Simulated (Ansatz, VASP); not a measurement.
## Ta in VASP and in Ansatz

Contents of INCAR:

```
ALGO     = Normal         # electronic algorithm
EDIFF    = 1E-6           # SCF threshold, eV
ENCUT    = 520            # plane-wave cutoff, eV
GGA      = PE             # functional
ISIF     = 2              # what is computed and relaxed
ISMEAR   = 0              # smearing method
LASPH    = T              # aspherical terms in the spheres
LCHARG   = F              # write CHGCAR
LREAL    = F              # projectors in reciprocal space
LWAVE    = F              # write WAVECAR
NBANDS   = 12             # bands
NELM     = 80             # most SCF steps
PREC     = Accurate       # precision mode
SIGMA    = 0.15           # smearing width, eV
```

File KPOINTS:

```
k-points
0
Gamma
  20 20 20
```

Contents of POSCAR:

```
Ta
1.0
   -1.6265108000      1.6265108000      1.7008184000
    1.6265108000     -1.6265108000      1.7008184000
    1.6265108000      1.6265108000     -1.7008184000
Ta
1
Direct
    0.0000000000      0.0000000000      0.0000000000
```

Input for Ansatz:

```yaml
crystal:
  lattice:
    - [-1.6265108, 1.6265108, 1.7008184]
    - [1.6265108, -1.6265108, 1.7008184]
    - [1.6265108, 1.6265108, -1.7008184]
  atoms:
    - { symbol: Ta, position: [0.0, 0.0, 0.0] }
basis:
  ecutwfc: 420
kpoints:
  mp_grid: { grid: [20, 20, 20] }
hamiltonian:
  xc: pbe
scf:
  occupations: { method: gaussian, width: 0.15 }
output:
  forces: true
  stress: true
  eigenvalues: true
```

Change from the starting cell: strain -0.015 along x and y, +0.030 along z, atoms carried along.

Alike in both runs: task single point; functional PBE; k mesh 20 × 20 × 20; occupations gaussian, width 0.15 eV; no spin polarisation.

|  | VASP | Ansatz |
| --- | --- | --- |
| version | VASP 6.6.1 | Ansatz 0.2.0 |
| potentials or method | VASP PAW PBE potentials, release 64 (Ta_pv), cutoff 520 eV | scalar-relativistic, plane waves, PAW |
| valence electrons in the cell | 11 | 13 |

Ansatz gave:

```
gap on the k mesh at the Fermi level (eV)                     : none
pressure (GPa)                                                : 3.4
traceless stress, the component that is largest in VASP (GPa) : -3.37
```

Problem. Estimate VASP's values.

Solution. gap on the k mesh at the Fermi level (eV): none; pressure (GPa): 3.5; traceless stress, the component that is largest in VASP (GPa): -3.36.

A gap of «none» marks a metal or a gap that the smearing closes. VASP's potentials hold 11 valence electrons a cell and Ansatz's 13, so a difference there can come from the potentials and not from the codes.

Neither program's run includes spin-orbit coupling.
